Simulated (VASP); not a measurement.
Wanted: the native input for a VASP 6.6.1 run.

```
Task                   : single point
Functional             : PBE
Potentials or basis    : VASP PAW PBE potentials, release 64 (Al, N)
Cutoff                 : 520 eV
k mesh                 : 6 × 6 × 6
Occupations            : gaussian, width 0.1 eV
Spin                   : collinear spin, ferromagnetic start
Starting moments       : [0.0, 0.0, 0.0, 1.0, 1.0, 1.0] μB
Dipole correction      : no
Further INCAR settings : ALGO = Normal; EDIFF = 1e-06; NBANDS = 25
```

The structure of AlN lies in POSCAR:

```
AlN
1.0
    3.9006784900      0.0000000000      0.0000000000
    1.2612510000      3.6911432700      0.0000000000
    1.2612510000      0.9018833200      3.5792660000
Al N
3 3
Direct
    0.8662918400      0.8662918400      0.4531052000
    0.1337081600      0.5468948000      0.1337081600
    0.1337081600      0.1337081600      0.5468948000
    0.8662918400      0.4531052000      0.8662918400
    0.4531052000      0.8662918400      0.8662918400
    0.5468948000      0.1337081600      0.1337081600
```

The cell was built from a structure type or drawn by symmetry, and may not be a known phase.

One way to write it, as run:

INCAR

```
PREC = Accurate
ENCUT = 520
EDIFF = 1E-6
ISMEAR = 0
SIGMA = 0.1
LREAL = F
LASPH = T
NELM = 150
ALGO = Normal
ISIF = 2
LWAVE = F
LCHARG = F
ISPIN = 2
MAGMOM = 0 0 0 1 1 1
LORBIT = 11
GGA = PE
NBANDS = 25
```

KPOINTS

```
regular mesh
0
Gamma
  6 6 6
```

Potentials or basis: VASP PAW PBE potentials, release 64 (Al, N).

Run with:

```bash
$ cat potpaw_PBE.64/Al/POTCAR potpaw_PBE.64/N/POTCAR > POTCAR
$ mpirun -np 1 vasp_std > vasp.out
```

Results of the run:

```
Pressure                                              : 113.3 GPa
Largest force                                         : 16.988 eV/Å
Band gap on the k mesh                                : zero (filled and empty bands overlap)
Net moment                                            : 0.00 μB per cell
Valence electrons inside the program's atomic spheres : Al 1.18, 1.15 (each value once); N 3.72, 3.73 (each value once)
```

Caveat: the cell stands under pressure; forces of over 1 eV/Å act on the atoms, so gaps and moduli don't describe the material at rest.

It took 3.3 min on 1 thread of AMD EPYC 7R13 Processor (Zen 3), with other jobs on the host, peak memory 0.29 GiB.
